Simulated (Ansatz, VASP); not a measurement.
One calculation of HfC3, two programs

```xyz
8
Lattice="4.4494 0.0000 0.0000 -2.2247 3.8533 0.0000 0.0000 0.0000 5.1767" Properties=species:S:1:pos:R:3 pbc="T T T"
Hf    0.0000    2.5688    1.2942
Hf    2.2247    1.2844    3.8825
C     2.2247    3.0177    1.2942
C    -1.5011    3.4355    3.8825
C     0.7236    0.4178    1.2942
C     0.0000    0.8355    3.8825
C     3.7258    0.4178    1.2942
C     1.5011    3.4355    3.8825
```

Alike in both runs: functional PBE; k mesh 12 × 12 × 8; occupations gaussian, width 0.1 eV; no spin polarisation.

Ansatz relaxed the structure, and its values are those at the end. VASP's run is a single point on that final structure, the one shown.

```csv
,VASP,Ansatz
version,VASP 6.6.1,Ansatz 0.2.0
potentials or method,"VASP PAW PBE potentials, release 64 (Hf_pv, C), cutoff 520 eV","scalar-relativistic, plane waves, PAW"
valence electrons in the cell,44,76
```

Ansatz gave:

- gap on the k mesh at the Fermi level (eV): none
- pressure (GPa): 0.0
- rms of the force components (eV/Å): 0.002

Task: Which values does VASP return?

Result: gap on the k mesh at the Fermi level (eV): none; pressure (GPa): -0.3; rms of the force components (eV/Å): 0.075.

A gap of «none» marks a metal or a gap that the smearing closes. The functional is the same, so the differences come from potentials, cutoffs and numerics. VASP's potentials hold 44 valence electrons a cell and Ansatz's 76, so a difference there can come from the potentials and not from the codes.

Spin-orbit coupling is off throughout.
